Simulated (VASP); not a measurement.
# B (Im-3m) in VASP: a series of runs, part 2 of 2

VASP 6.6.1. The steps go on from the part before.

## (3) Single point, PBEsol

INCAR reads:

```
SYSTEM = B
PREC = Accurate ; ENCUT = 520
EDIFF = 1E-6 ; ISMEAR = -1
SIGMA = 0.1 ; LREAL = .False.
LASPH = .True. ; NELM = 100
ALGO = Normal ; ISIF = 2
LWAVE = .False. ; LCHARG = .False.
GGA = PS ; NBANDS = 8
```

KPOINTS reads:

```
Automatic mesh
0
Gamma
  21 21 21
  0 0 0
```

POSCAR reads:

```
B
1.0
   -1.1789344029      1.1789344029      1.1789344029
    1.1789344029     -1.1789344029      1.1789344029
    1.1789344029      1.1789344029     -1.1789344029
B
1
Direct
    0.0000000000      0.0000000000      0.0000000000
```

Potentials or basis: VASP PAW PBE potentials, release 64 (B).

Command:

```console
cat potpaw_PBE.64/B/POTCAR > POTCAR
mpirun -np 1 vasp_std > vasp.out
```

OUTCAR:

```text
SYSTEM = B
   PREC = Accurate
   ENCUT = 520
   EDIFF = 1E-6
   ISMEAR = -1
   LREAL = .False.
   LASPH = .True.
   NELM = 100
   ISIF = 2
   GGA = PS

 ion  position               nearest neighbor table
   1  0.000  0.000  0.000-

  LATTYP: Found a body centered cubic cell.
 ALAT       =     2.3578688058

  Lattice vectors:

 A1 = (  -1.1789344029,   1.1789344029,   1.1789344029)
 A2 = (   1.1789344029,  -1.1789344029,   1.1789344029)
[... 440 lines left out ...]
      6      34.9788      0.00000
      7      42.7222      0.00000
      8      48.6189      0.00000

 [... further k-points ...]

------------------------ aborting loop because EDIFF is reached ----------------------------------------

  FORCE on cell =-STRESS in cart. coord.  units (eV):
  Direction    XX          YY          ZZ          XY          YZ          ZX
  --------------------------------------------------------------------------------------
  -------------------------------------------------------------------------------------
  Total       -0.6261097     -0.6261097     -0.6261097     -0.0000000     -0.0000000      0.0000000
  in kB     -153.0495634   -153.0495634   -153.0495634     -0.0000000     -0.0000000      0.0000000
  external PRESSURE =    -153.0495634 kB  Pullay stress =       0.0000000 kB

 VOLUME and BASIS-vectors are now :
 -----------------------------------------------------------------------------
  energy-cutoff  :      520.00
  volume of cell :        6.55
      direct lattice vectors                 reciprocal lattice vectors
    -1.178934403  1.178934403  1.178934403     0.000000000  0.424111807  0.424111807
     1.178934403 -1.178934403  1.178934403     0.424111807  0.000000000  0.424111807
     1.178934403  1.178934403 -1.178934403     0.424111807  0.424111807  0.000000000

 POSITION                                       TOTAL-FORCE (eV/Angst)
 -----------------------------------------------------------------------------------
      0.00000      0.00000      0.00000         0.000000      0.000000     -0.000000
 -----------------------------------------------------------------------------------
    total drift:                               -0.000000     -0.000000     -0.000000

  FREE ENERGIE OF THE ION-ELECTRON SYSTEM (eV)
  ---------------------------------------------------
  free  energy   TOTEN  =        -5.3723085000 eV

  energy  without entropy=       -5.3631267745  energy(sigma->0) =       -5.36771764
```

stdout:

```text
POSCAR found type information on POSCAR B
 POSCAR found :  1 types and       1 ions
 scaLAPACK will be used
 -----------------------------------------------------------------------------
|                                                                             |
|                                                                             |
|     You enforced a specific xc type in the INCAR file but a different       |
|     I HOPE YOU KNOW WHAT YOU ARE DOING!                                     |
|                                                                             |
 -----------------------------------------------------------------------------

 LDA part: xc-table for (Slater+PW92), standard interpolation
 POSCAR, INCAR and KPOINTS ok, starting setup
 FFT: planning ... GRIDC
 FFT: planning ... GRID_SOFT
 FFT: planning ... GRID
 WAVECAR not read
 entering main loop
```

Run time: 3.7 s. Hardware: 1 thread of Intel Xeon Platinum 8488C (Sapphire Rapids), shared host; peak memory 0.11 GiB.

Results:

| Item | Value |
| --- | --- |
| Free energy | -5.3723 eV |
| Pressure | -15.3 GPa |

Levels at points of the mesh, in eV from the Fermi level:
```
           k point  band 1  band 2  band 3  band 4  band 5  band 6
(0.00, 0.00, 0.00)  -17.85   14.70   14.70   14.70   32.62   32.62
```

Caveat: the PAW data sets were made with another functional, which shifts forces and pressure a little.

## (4) Single point, PBEsol (volume scaled by 1.12)

INCAR reads:

```
SYSTEM = B
  ALGO = Normal
  EDIFF = 1E-6
  ENCUT = 520
  GGA = PS
  ISIF = 2
  ISMEAR = -1
  LASPH = .TRUE.
  LCHARG = .TRUE.
  LELF = .TRUE.
  LREAL = .FALSE.
  LVHAR = .TRUE.
  LWAVE = .FALSE.
  NBANDS = 8
  NELM = 80
  PREC = Accurate
  SIGMA = 0.1
```

KPOINTS reads:

```
k-points
0
G
  21 21 21
  0 0 0
```

POSCAR reads:

```
B
1.0
   -1.1933130688      1.1933130688      1.1933130688
    1.1933130688     -1.1933130688      1.1933130688
    1.1933130688      1.1933130688     -1.1933130688
B
1
Direct
    0.0000000000      0.0000000000      0.0000000000
```

Command:

```console
cat potpaw_PBE.64/B/POTCAR > POTCAR
mpirun -np 1 vasp_std > vasp.out
```

Wall time 4 s (1 thread of Intel Xeon Platinum 8488C (Sapphire Rapids), shared host); peak memory 0.11 GiB.

It converged, with:

| Property | Result |
| --- | --- |
| Free energy | -5.3452 eV |
| Pressure | -20.6 GPa |

Levels at points of the mesh, in eV from the Fermi level:
```tsv
k point	band 1	band 2	band 3	band 4
(0.00, 0.00, 0.00)	-17.41	14.26	14.26	14.26
```

Caveat: the cell differs from its parent crystal (volume scaled by 1.12); the PAW data sets were made with another functional, which shifts forces and pressure a little.

## (5) Relaxation of cell and atoms, PBEsol

This run uses another cell than the first one, of 6.55 Å³/atom, 1.038 times its volume.

INCAR reads:

```
PREC = Accurate
ENCUT = 600
EDIFF = 1E-6
ISMEAR = -1
SIGMA = 0.1
LREAL = False
LASPH = True
NELM = 100
ALGO = Normal
ISIF = 3
LWAVE = False
LCHARG = False
GGA = PS
IBRION = 2
NSW = 80
EDIFFG = -0.01
```

KPOINTS reads:

```
Automatic mesh
0
Gamma
  18 18 18
```

POSCAR reads:

```
B
1.0
   -1.1789190289      1.1789190289      1.1789190289
    1.1789190289     -1.1789190289      1.1789190289
    1.1789190289      1.1789190289     -1.1789190289
B
1
Direct
    0.0000000000      0.0000000000      0.0000000000
```

Command:

```console
cat potpaw_PBE.64/B/POTCAR > POTCAR
mpirun -np 1 vasp_std > vasp.out
```

Wall time 3.6 s (1 thread of Intel Xeon Platinum 8488C (Sapphire Rapids), shared host); peak memory 0.11 GiB.

Results (log left out):

| Property | Result |
| --- | --- |
| Free energy | -5.3996 eV |
| Relaxed volume | 6.07 Å³/atom |
| Relaxed cell | a = 1.991 Å, b = 1.991 Å, c = 1.991 Å, α = 109.47°, β = 109.47°, γ = 109.47° |
| Space group after relaxing (to 0.05 Å) | Im-3m (No. 229) |
| Energy gained by relaxing | 24.9 meV/atom |
| Ionic steps | 3 |
| Pressure after relaxing | 0.0 GPa |

The path:
| step | energy change (eV) | largest force (eV/Å) | pressure (GPa) | volume (Å³) |
| --- | --- | --- | --- | --- |
| 1 | 0.0000 | 0.0000 | -15.34 | 6.55 |
| 2 | -0.0237 | 0.0000 | 4.01 | 5.98 |
| 3 | -0.0249 | 0.0000 | 0.04 | 6.07 |

Final structure:
```
B
1.0
    -1.14926    1.14926    1.14926
     1.14926   -1.14926    1.14926
     1.14926    1.14926   -1.14926
B
1
Direct
  0.00000 0.00000 0.00000
```

Levels at points of the mesh, in eV from the Fermi level:
```
           k point  band 1  band 2  band 3  band 4  band 5
(0.00, 0.00, 0.00)  -18.78   15.71   15.71   15.71   34.02
(0.50, 0.00, 0.00)   -9.28   -4.60    8.79   12.75   22.28
(0.50, 0.50, 0.50)    0.39    0.39    0.39   10.20   10.20
```

Caveat: the PAW data sets were made with another functional, which shifts forces and pressure a little.

## (6) Single point, PBEsol

This run uses another cell than the first one, of 6.07 Å³/atom, 0.962 times its volume.

INCAR reads:

```
PREC = Accurate
ENCUT = 520
EDIFF = 1E-6
ISMEAR = -1
SIGMA = 0.1
LREAL = False
LASPH = True
NELM = 60
ALGO = Normal
ISIF = 2
LWAVE = False
LCHARG = True
GGA = PS
LELF = True
LVHAR = True
NBANDS = 8
```

KPOINTS reads:

```
regular mesh
0
Gamma
  31 31 31
```

POSCAR reads:

```
B
1.0
   -1.1490750354      1.1490750354      1.1490750354
    1.1490750354     -1.1490750354      1.1490750354
    1.1490750354      1.1490750354     -1.1490750354
B
1
Direct
    0.0000000000      0.0000000000      0.0000000000
```

Potentials or basis: VASP PAW PBE potentials, release 64 (B).

Command:

```console
cat potpaw_PBE.64/B/POTCAR > POTCAR
mpirun -np 1 vasp_std > vasp.out
```

OUTCAR:

```text
PREC = Accurate
   ENCUT = 520
   EDIFF = 1E-6
   ISMEAR = -1
   LREAL = False
   LASPH = True
   NELM = 60
   ISIF = 2
   GGA = PS

 ion  position               nearest neighbor table
   1  0.000  0.000  0.000-

  LATTYP: Found a body centered cubic cell.
 ALAT       =     2.2981500708

  Lattice vectors:

 A1 = (  -1.1490750354,   1.1490750354,   1.1490750354)
 A2 = (   1.1490750354,  -1.1490750354,   1.1490750354)
[... 433 lines left out ...]
 k-point    24 :       0.2581    0.0323    0.0000
  band No.  band energies     occupation
      1      -5.2101      2.00000
      2      15.8114      0.00000
      3      21.0315      0.00000
      4      23.9639      0.00000
      5      35.4555      0.00000
      6      36.1823      0.00000
      7      45.4236      0.00000
      8      52.1417      0.00000

 [... further k-points ...]
[... 5 lines left out ...]
  --------------------------------------------------------------------------------------
  -------------------------------------------------------------------------------------
  Total        0.0003432      0.0003432      0.0003432     -0.0000000     -0.0000000      0.0000000
  in kB        0.0905920      0.0905920      0.0905920     -0.0000000     -0.0000000      0.0000000
  external PRESSURE =       0.0905920 kB  Pullay stress =       0.0000000 kB

 VOLUME and BASIS-vectors are now :
 -----------------------------------------------------------------------------
  energy-cutoff  :      520.00
  volume of cell :        6.07
      direct lattice vectors                 reciprocal lattice vectors
    -1.149075035  1.149075035  1.149075035     0.000000000  0.435132593  0.435132593
     1.149075035 -1.149075035  1.149075035     0.435132593  0.000000000  0.435132593
     1.149075035  1.149075035 -1.149075035     0.435132593  0.435132593  0.000000000

 POSITION                                       TOTAL-FORCE (eV/Angst)
 -----------------------------------------------------------------------------------
      0.00000      0.00000      0.00000        -0.000000      0.000000     -0.000000
 -----------------------------------------------------------------------------------
    total drift:                               -0.000000     -0.000000     -0.000000

  FREE ENERGIE OF THE ION-ELECTRON SYSTEM (eV)
  ---------------------------------------------------
  free  energy   TOTEN  =        -5.3976319917 eV

  energy  without entropy=       -5.3908702147  energy(sigma->0) =       -5.39425110
```

OSZICAR:

```text
N       E                     dE             d eps       ncg     rms          rms(c)
DAV:   1    -0.356369162272E+01   -0.35637E+01   -0.15481E+03 14504   0.295E+02
DAV:   2    -0.540035224770E+01   -0.18367E+01   -0.17705E+01 17352   0.332E+01
DAV:   3    -0.540237940742E+01   -0.20272E-02   -0.20270E-02 14664   0.116E+00
DAV:   4    -0.540237947330E+01   -0.65881E-07   -0.66378E-07 18304   0.613E-03
DAV:   5    -0.540237947387E+01   -0.56568E-09   -0.31310E-11 14648   0.253E-05    0.157E+00
DAV:   6    -0.539930264204E+01    0.30768E-02   -0.23610E-04 14944   0.129E-01    0.930E-01
DAV:   7    -0.539763181392E+01    0.16708E-02   -0.59350E-04 14736   0.204E-01    0.229E-02
DAV:   8    -0.539763199168E+01   -0.17776E-06   -0.15626E-06 14584   0.103E-02
   1 F= -.53976320E+01 E0= -.53942511E+01  d E =-.676178E-02
```

stdout:

```text
POSCAR found type information on POSCAR B
 POSCAR found :  1 types and       1 ions
 scaLAPACK will be used
 -----------------------------------------------------------------------------
|                                                                             |
|                                                                             |
|     You enforced a specific xc type in the INCAR file but a different       |
|     I HOPE YOU KNOW WHAT YOU ARE DOING!                                     |
|                                                                             |
 -----------------------------------------------------------------------------

 LDA part: xc-table for (Slater+PW92), standard interpolation
 POSCAR, INCAR and KPOINTS ok, starting setup
 FFT: planning ... GRIDC
 FFT: planning ... GRID_SOFT
 FFT: planning ... GRID
 WAVECAR not read
 entering main loop
```

Run time: 9.1 s. Hardware: 1 thread of Intel Xeon Platinum 8488C (Sapphire Rapids), shared host; peak memory 0.13 GiB.

What came out:

```yaml
Free_energy: -5.3976 eV
Pressure: 0.0 GPa
```

Levels at points of the mesh, in eV from the Fermi level:
| k point | band 1 | band 2 | band 3 | band 4 | band 5 |
| --- | --- | --- | --- | --- | --- |
| (0.00, 0.00, 0.00) | -18.79 | 15.72 | 15.72 | 15.72 | 34.04 |

Caveat: the PAW data sets were made with another functional, which shifts forces and pressure a little.

## (7) Overview

```tsv
task	cell	k mesh	cutoff (eV)	gap on the mesh (eV)	pressure (GPa)
single point	a = 2.016 Å, angles 109.5°, 1 atom	21 × 21 × 21	520	none	-8.5
single point	a = 2.042 Å, angles 109.5°, 1 atom	21 × 21 × 21	520	none	-15.3
single point	a = 2.067 Å, angles 109.5°, 1 atom	21 × 21 × 21	520	none	-20.6
relaxation of cell and atoms	relaxed from a = 2.042 Å, angles 109.5°, 1 atom	18 × 18 × 18	600	none	0.0
single point	a = 1.990 Å, angles 109.5°, 1 atom	31 × 31 × 31	520	none	0.0
```

Alike in all rows: level PBEsol; potentials or basis VASP PAW PBE potentials, release 64 (B); no spin polarisation; smearing fermi-dirac 0.1 eV.

Caveats: the PAW data sets were made with another functional, which shifts forces and pressure a little.

Total energies depend on the potentials used, so only differences within one code and one set of settings carry meaning.
